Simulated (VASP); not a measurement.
Set up this calculation in VASP 6.6.1, as the native input.

| Item | Value |
| --- | --- |
| Task | single point |
| Functional | PBE |
| Potentials or basis | VASP PAW PBE potentials, release 64 (Zr_sv, Si) |
| Cutoff | 520 eV |
| k mesh | 6 × 6 × 4 |
| Occupations | gaussian, width 0.1 eV |
| Spin | no spin polarisation |
| Dipole correction | no |
| Further INCAR settings | ALGO = Normal; EDIFF = 1e-06; NBANDS = 27 |

The structure of ZrSi6 lies in POSCAR:

```
ZrSi6
1.0
    5.2515701200      0.0000000000      0.0000000000
   -2.6257850600      4.5479931300      0.0000000000
    0.0000000000      0.0000000000      5.5592269400
Zr Si
1 6
Direct
    0.0000000000      0.0000000000      0.0000000000
    0.2180057000      0.7819943000      0.0000000000
    0.2180057000      0.4360114000      0.0000000000
    0.5639886000      0.7819943000      0.0000000000
    0.7819943000      0.2180057000      0.0000000000
    0.7819943000      0.5639886000      0.0000000000
    0.4360114000      0.2180057000      0.0000000000
```

One way to write it, as run:

INCAR

```
SYSTEM = ZrSi6
PREC = Accurate
ENCUT = 520
EDIFF = 1E-6
ISMEAR = 0
SIGMA = 0.1
LREAL = .False.
LASPH = .True.
NELM = 80
ALGO = Normal
ISIF = 2
LWAVE = .False.
LCHARG = .False.
GGA = PE
NBANDS = 27
```

KPOINTS

```
regular mesh
0
Gamma
  6 6 4
  0 0 0
```

Potentials or basis: VASP PAW PBE potentials, release 64 (Zr_sv, Si).

Run with:

```sh
$ cat potpaw_PBE.64/Zr_sv/POTCAR potpaw_PBE.64/Si/POTCAR > POTCAR
$ mpirun -np 1 vasp_std > vasp.out
```

It gave:

```yaml
Pressure: 132.1 GPa
Largest_force: 5.598 eV/Å
Band_gap_on_the_k_mesh: zero (band 18 reaches 7.21 eV, above the bottom of band 19 at 5.69 eV)
```

Caveat: forces of over 1 eV/Å act on the atoms, so gaps and moduli don't describe the material at rest.

Wall time 88 s on 1 thread of Intel(R) Xeon(R) Platinum 8488C (Sapphire Rapids), with other jobs on the host, peak memory 0.27 GiB.
